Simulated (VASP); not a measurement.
SbC, 8 atoms in the cell. Symmetry: Pnma, No. 62, orthorhombic system. Conventional cell: a = 6.741 Å, b = 3.378 Å, c = 5.603 Å, α = 90.00°, β = 90.00°, γ = 90.00°. Within 2.9 Å of Sb (site symmetry m) lie 5 C at 2.21 to 2.64 Å. Within 2.9 Å of C (site symmetry m) lie 5 Sb at 2.21 to 2.64 Å. 

| Item | Value |
| --- | --- |
| Program | VASP 6.6.1 |
| Task | single point |
| Functional | PBE |
| Potentials or basis | VASP PAW PBE potentials, release 64 (Sb_d_GW, C) |
| Cutoff | 700 eV |
| k mesh | 6 × 12 × 8 |
| Occupations | gaussian, width 0.1 eV |
| Spin | no spin polarisation |
| Dipole correction | no |
| Further INCAR settings | ALGO = Normal; EDIFF = 1e-06; NBANDS = 48 |

Potentials or basis: VASP PAW PBE potentials, release 64 (Sb_d_GW, C).

Launch:

```bash
$ cat potpaw_PBE.64/Sb_d_GW/POTCAR potpaw_PBE.64/C/POTCAR > POTCAR
$ mpirun -np 1 vasp_std > vasp.out
```

Hardware: 1 thread of Intel(R) Xeon(R) 6975P-C (Granite Rapids), with other jobs on the host.

Task: How long does it take, and how much memory?

Result: It took 12 min on 1 thread of Intel(R) Xeon(R) 6975P-C (Granite Rapids), on a shared host, peak memory 1.1 GiB. Counts: scf iterations 13, k points 140.
